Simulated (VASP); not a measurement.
# Al (Pm-3n) in VASP: further runs

Al is run at these levels: r2SCAN; tasks: single point.

Everything below comes from runs of VASP 6.6.1. Logs are shortened: lines on timing, memory, paths and dates and some standing lists are left out, and cuts for length are marked.

### Step 1. The cell of the first run

The structure is cubic, space group Pm-3n (No. 223). The conventional cell has a = 5.112 Å, b = 5.112 Å, c = 5.112 Å, α = 90.00°, β = 90.00°, γ = 90.00°. Within 3.8 Å of Al (site symmetry m-3) lie 12 Al at 2.86 Å. Al (site symmetry -4m2) has 14 Al at 2.56 to 3.13 Å within 3.4 Å.

### Step 2. Single point, r2SCAN

The input, POSCAR:

```
Al
1.0
    5.1115256021      0.0000000000      0.0000000000
    0.0000000000      5.1115256021      0.0000000000
    0.0000000000      0.0000000000      5.1115256021
Al
8
Direct
    0.5000000000      0.5000000000      0.5000000000
    0.0000000000      0.0000000000      0.0000000000
    0.2500000000      0.0000000000      0.5000000000
    0.5000000000      0.2500000000      0.0000000000
    0.5000000000      0.7500000000      0.0000000000
    0.7500000000      0.0000000000      0.5000000000
    0.0000000000      0.5000000000      0.7500000000
    0.0000000000      0.5000000000      0.2500000000
```

The input, INCAR.step1:

```
PREC     = Accurate       # precision mode
ENCUT    = 520            # plane-wave cutoff, eV
ISMEAR   = 0              # smearing method
SIGMA    = 0.1            # smearing width, eV
LREAL    = F              # projectors in reciprocal space
LASPH    = T              # aspherical terms in the spheres
NELM     = 80             # most SCF steps
NBANDS   = 22             # bands
GGA      = PE             # functional
ALGO     = Normal         # electronic algorithm
EDIFF    = 1E-4           # SCF threshold, eV
LWAVE    = T              # write WAVECAR
LCHARG   = F              # write CHGCAR
```

The input, INCAR.step2:

```
PREC     = Accurate       # precision mode
ENCUT    = 520            # plane-wave cutoff, eV
EDIFF    = 1E-7           # SCF threshold, eV
ISMEAR   = 0              # smearing method
SIGMA    = 0.1            # smearing width, eV
LREAL    = F              # projectors in reciprocal space
LASPH    = T              # aspherical terms in the spheres
NELM     = 80             # most SCF steps
ALGO     = Normal         # electronic algorithm
ISIF     = 2              # what is computed and relaxed
LWAVE    = F              # write WAVECAR
LCHARG   = F              # write CHGCAR
METAGGA  = R2SCAN         # meta-GGA
LMIXTAU  = T            
NBANDS   = 22             # bands
ISTART   = 1
```

The input, KPOINTS:

```
Automatic mesh
0
Gamma
  4 4 4
```

Potentials or basis: VASP PAW PBE potentials, release 64 (Al).

Run with:

```sh
$ cat potpaw_PBE.64/Al/POTCAR > POTCAR
$ cp INCAR.step1 INCAR
$ mpirun -np 1 vasp_std > vasp.out
$ cp INCAR.step2 INCAR
$ mpirun -np 1 vasp_std > vasp.out
```

OUTCAR:

```text
PREC = Accurate
   ENCUT = 520
   EDIFF = 1E-7
   ISMEAR = 0
   LREAL = F
   LASPH = T
   NELM = 80
   ISIF = 2
   METAGGA = R2SCAN
   ISTART = 1

 ion  position               nearest neighbor table
   1  0.500  0.500  0.500-   3 2.86   4 2.86   5 2.86   6 2.86   7 2.86   8 2.86   4 2.86   5 2.86
                             3 2.86   6 2.86   7 2.86   8 2.86
   2  0.000  0.000  0.000-   3 2.86   4 2.86   5 2.86   6 2.86   7 2.86   8 2.86   3 2.86   6 2.86
                             7 2.86   8 2.86   4 2.86   5 2.86
   3  0.250  0.000  0.500-   6 2.56   6 2.56   1 2.86   2 2.86   1 2.86   2 2.86   8 3.13   7 3.13
                             8 3.13   7 3.13   4 3.13   5 3.13   4 3.13   5 3.13
   4  0.500  0.250  0.000-   5 2.56   5 2.56   1 2.86   1 2.86   2 2.86   2 2.86   8 3.13   7 3.13
                             7 3.13   8 3.13   6 3.13   3 3.13   3 3.13   6 3.13
   5  0.500  0.750  0.000-   4 2.56   4 2.56   1 2.86   1 2.86   2 2.86   2 2.86   8 3.13   7 3.13
                             7 3.13   8 3.13   6 3.13   3 3.13   3 3.13   6 3.13
   6  0.750  0.000  0.500-   3 2.56   3 2.56   1 2.86   2 2.86   1 2.86   2 2.86   8 3.13   7 3.13
                             8 3.13   7 3.13   5 3.13   4 3.13   4 3.13   5 3.13
   7  0.000  0.500  0.750-   8 2.56   8 2.56   1 2.86   2 2.86   2 2.86   1 2.86   3 3.13   4 3.13
                             5 3.13   3 3.13   6 3.13   6 3.13   4 3.13   5 3.13
   8  0.000  0.500  0.250-   7 2.56   7 2.56   1 2.86   2 2.86   2 2.86   1 2.86   3 3.13   4 3.13
                             5 3.13   3 3.13   6 3.13   6 3.13   4 3.13   5 3.13

  LATTYP: Found a simple cubic cell.
 ALAT       =     5.1115256021

  Lattice vectors:

 A1 = (   5.1115256021,   0.0000000000,   0.0000000000)
 A2 = (   0.0000000000,   5.1115256021,   0.0000000000)
 A3 = (   0.0000000000,   0.0000000000,   5.1115256021)

Analysis of symmetry for initial positions (statically):
=====================================================================
 Subroutine PRICEL returns:
 Original cell was already a primitive cell.

 Routine SETGRP: Setting up the symmetry group for a
 simple cubic supercell.

 Subroutine GETGRP returns: Found 48 space group operations
 (whereof 24 operations were pure point group operations)
 out of a pool of 48 trial point group operations.

The static configuration has the point symmetry T_h .
 The point group associated with its full space group is O_h .

Analysis of symmetry for dynamics (positions and initial velocities):
=====================================================================
 Subroutine PRICEL returns:
 Original cell was already a primitive cell.

 Routine SETGRP: Setting up the symmetry group for a
 simple cubic supercell.

[... 111 lines left out ...]
   TEBEG  =    0.0;   TEEND  =   0.0 temperature during run
   PSTRESS=    0.0 pullay stress
   NELECT =      24.0000    total number of electrons
   NUPDOWN=      -1.0000    fix difference up-down
   EMIN   =  10.00;   EMAX   =-10.00  energy-range for DOS
   EFERMI =   0.00;   METHOD = LEGACY
   ISMEAR =     0;   SIGMA  =   0.10  broadening in eV -4-tet -1-fermi 0-gaus
   EFERMI_NEDOS =   21; number of points for ismear=-14 and -15
   IALGO  =     38    algorithm
   IMIX   =      4    mixing-type and parameters
     AMIX     =   0.40;   BMIX     =  1.00
     AMIX_MAG =   1.60;   BMIX_MAG =  1.00
  volume/ion in A,a.u.               =      16.69       112.66
  Fermi-wavevector in a.u.,A,eV,Ry     =   0.923836  1.745796 11.612195  0.853472
  Thomas-Fermi vector in A             =   2.049516
   LORBIT       =      0    0 simple, 1 ext, 2 COOP (PROOUT), +10 PAW based schemes
   METAGGA = R2SCAN    functional components
   LHFCALC =     F    Hartree Fock is set to
   AEXX    =    0.0000 exact exchange contribution
   IVDW    =     0    specifies the selected vdW correction
   LEPSILON=     F    determine dielectric tensor
   LRPA    =     F    only Hartree local field effects (RPA)
 non-spin polarized calculation
 Gauss-broadening in eV      SIGMA  =   0.10
  energy-cutoff  :      520.00
  volume of cell :      133.55
 maximum number of plane-waves:      3695
 NGX is ok and might be reduce to    40
   NGX = 19   NGY = 19   NGZ = 19

 number of electron      23.9999999 magnetization

 Free energy of the ion-electron system (eV)
  ---------------------------------------------------
  ext. energy  EPLUGINS =         0.00000000
  ---------------------------------------------------
  free energy    TOTEN  =       -53.25420495 eV

  energy without entropy =      -53.23465726  energy(sigma->0) =      -53.24443111

 E-fermi :   8.0726     XC(G=0): -10.8664

 val. band max:        8.0336572503   @ k =   0.0000   0.0000   0.0000
 cond. band min:       8.1634433354   @ k =   0.2500   0.2500   0.0000
 fundamental gap:      0.1297860850
 Fermi energy:         8.0725855197

 k-point     1 :       0.0000    0.0000    0.0000
  band No.  band energies     occupation
      1      -3.8785      2.00000
      2       1.8700      2.00000
      3       1.8700      2.00000
      4       1.8769      2.00000
      5       2.1700      2.00000
      6       2.1700      2.00000
[... 239 lines left out ...]
     21      11.7649      0.00000
     22      11.7649      0.00000

------------------------ aborting loop because EDIFF is reached ----------------------------------------

  FORCE on cell =-STRESS in cart. coord.  units (eV):
  Direction    XX          YY          ZZ          XY          YZ          ZX
  --------------------------------------------------------------------------------------
  -------------------------------------------------------------------------------------
  Total       -1.3730789     -1.3730789     -1.3730789      0.0000000     -0.0000000     -0.0000000
  in kB      -16.4723083    -16.4723083    -16.4723083      0.0000000     -0.0000000     -0.0000000
  external PRESSURE =     -16.4723083 kB  Pullay stress =       0.0000000 kB

 VOLUME and BASIS-vectors are now :
 -----------------------------------------------------------------------------
  energy-cutoff  :      520.00
  volume of cell :      133.55
      direct lattice vectors                 reciprocal lattice vectors
     5.111525602  0.000000000  0.000000000     0.195636309  0.000000000  0.000000000
     0.000000000  5.111525602  0.000000000     0.000000000  0.195636309  0.000000000
     0.000000000  0.000000000  5.111525602     0.000000000  0.000000000  0.195636309

 POSITION                                       TOTAL-FORCE (eV/Angst)
 -----------------------------------------------------------------------------------
      2.55576      2.55576      2.55576        -0.000000      0.000000     -0.000000
      0.00000      0.00000      0.00000        -0.000000      0.000000     -0.000000
      1.27788      0.00000      2.55576        -0.000000     -0.000000      0.000000
      2.55576      1.27788      0.00000        -0.000000     -0.000000      0.000000
      2.55576      3.83364      0.00000         0.000000      0.000000     -0.000000
      3.83364      0.00000      2.55576         0.000000     -0.000000     -0.000000
      0.00000      2.55576      3.83364        -0.000000      0.000000     -0.000000
      0.00000      2.55576      1.27788         0.000000     -0.000000     -0.000000
 -----------------------------------------------------------------------------------
    total drift:                               -0.000000      0.000000     -0.000000

  FREE ENERGIE OF THE ION-ELECTRON SYSTEM (eV)
  ---------------------------------------------------
  free  energy   TOTEN  =       -53.2542049512 eV

  energy  without entropy=      -53.2346572595  energy(sigma->0) =      -53.24443111
```

OUTCAR.step1:

```text
PREC = Accurate
   ENCUT = 520
   ISMEAR = 0
   LREAL = F
[... 488 lines left out ...]
      2.55576      3.83364      0.00000        -0.000000     -0.000000      0.000000
      3.83364      0.00000      2.55576         0.000000      0.000000      0.000000
      0.00000      2.55576      3.83364        -0.000000      0.000000     -0.000000
      0.00000      2.55576      1.27788         0.000000     -0.000000      0.000000
 -----------------------------------------------------------------------------------
    total drift:                               -0.000000      0.000000     -0.000000

  FREE ENERGIE OF THE ION-ELECTRON SYSTEM (eV)
  ---------------------------------------------------
  free  energy   TOTEN  =       -29.4707330633 eV

  energy  without entropy=      -29.4489509044  energy(sigma->0) =      -29.45984198
```

OSZICAR.step1:

```text
N       E                     dE             d eps       ncg     rms          rms(c)
DAV:   1     0.255126740064E+02    0.25513E+02   -0.85844E+03   440   0.867E+02
DAV:   2    -0.274591992402E+02   -0.52972E+02   -0.50640E+02   572   0.117E+02
DAV:   3    -0.296536140947E+02   -0.21944E+01   -0.21565E+01   540   0.196E+01
DAV:   4    -0.296744136656E+02   -0.20800E-01   -0.20775E-01   560   0.238E+00
DAV:   5    -0.296746402175E+02   -0.22655E-03   -0.22654E-03   550   0.263E-01    0.379E+00
DAV:   6    -0.295540422981E+02    0.12060E+00   -0.14141E-02   546   0.587E-01    0.221E+00
DAV:   7    -0.294712662456E+02    0.82776E-01   -0.38335E-02   494   0.919E-01    0.334E-01
DAV:   8    -0.294707868743E+02    0.47937E-03   -0.13335E-03   586   0.177E-01    0.477E-02
DAV:   9    -0.294707330633E+02    0.53811E-04   -0.71254E-05   342   0.398E-02
   1 F= -.29470733E+02 E0= -.29459842E+02  d E =-.217822E-01
```

Wall time 90 s (1 thread of Intel Xeon 6975P-C, shared host); peak memory 0.25 GiB.

What came out:

```
Free energy            : -53.2542 eV
Pressure               : -1.6 GPa
Band gap on the k mesh : zero (band 12 reaches 11.21 eV, above the bottom of band 13 at 7.19 eV)
```

Levels at points of the mesh, in eV from the Fermi level:
```csv
k point,band 9,band 10,band 11,band 12,band 13,band 14,band 15,band 16
"(0.00, 0.00, 0.00)",-1.30,-0.96,-0.96,-0.96,-0.04,-0.04,-0.04,0.57
"(0.50, 0.00, 0.00)",-4.33,-4.33,0.24,0.24,0.82,0.82,1.39,1.39
"(0.50, 0.50, 0.00)",-3.01,-2.99,-2.99,-2.24,2.09,2.25,2.43,2.43
"(0.50, 0.50, 0.50)",3.14,3.14,3.14,3.14,3.14,3.14,3.23,3.23
```

Caveat: the PAW data sets were made with another functional, which shifts forces and pressure a little.

### Step 3. Single point, r2SCAN

This run uses another cell than the first one, of 16.31 Å³/atom, 0.977 times its volume.

Changes to POSCAR since step 2:

```diff
@@ -2,5 +2,5 @@
 1.0
-    5.1115256021      0.0000000000      0.0000000000
-    0.0000000000      5.1115256021      0.0000000000
-    0.0000000000      0.0000000000      5.1115256021
+    5.0715398707      0.0000000000      0.0000000000
+    0.0000000000      5.0715398707      0.0000000000
+    0.0000000000      0.0000000000      5.0715398707
 Al
```

The input, INCAR.step1:

```
SYSTEM = Al
ALGO = Normal
EDIFF = 1E-4
ENCUT = 520
GGA = PE
ISMEAR = 0
LASPH = .TRUE.
LCHARG = .FALSE.
LREAL = .FALSE.
LWAVE = .TRUE.
NBANDS = 22
NELM = 100
PREC = Accurate
SIGMA = 0.1
```

The input, INCAR.step2:

```
SYSTEM = Al
ALGO = Normal
EDIFF = 1E-6
ENCUT = 520
ISIF = 2
ISMEAR = 0
ISTART = 1
LASPH = .TRUE.
LCHARG = .FALSE.
LMIXTAU = .TRUE.
LREAL = .FALSE.
LWAVE = .FALSE.
METAGGA = R2SCAN
NBANDS = 22
NELM = 100
PREC = Accurate
SIGMA = 0.1
```

The input, KPOINTS:

```
k-points
0
G
  8 8 8
  0 0 0
```

Potentials or basis: VASP PAW PBE potentials, release 64 (Al).

Run with:

```sh
$ cat potpaw_PBE.64/Al/POTCAR > POTCAR
$ cp INCAR.step1 INCAR
$ mpirun -np 1 vasp_std > vasp.out
$ cp INCAR.step2 INCAR
$ mpirun -np 1 vasp_std > vasp.out
```

Wall time 3.3 min (1 thread of Intel Xeon 6975P-C, shared host); peak memory 0.28 GiB.

It converged, with:

```yaml
Free_energy: -53.1851 eV
Pressure: -0.3 GPa
Band_gap_on_the_k_mesh: zero (band 12 reaches 11.48 eV, above the bottom of band 13 at 7.43 eV)
```

Levels at points of the mesh, in eV from the Fermi level:
```tsv
k point	band 10	band 11	band 12	band 13	band 14	band 15
(0.00, 0.00, 0.00)	-0.86	-0.86	-0.86	0.06	0.06	0.06
(0.50, 0.00, 0.00)	-4.26	0.38	0.38	0.93	0.93	1.51
(0.50, 0.50, 0.00)	-2.87	-2.87	-2.11	2.23	2.39	2.60
(0.50, 0.50, 0.50)	3.29	3.29	3.29	3.29	3.29	3.38
```

Caveat: the PAW data sets were made with another functional, which shifts forces and pressure a little.
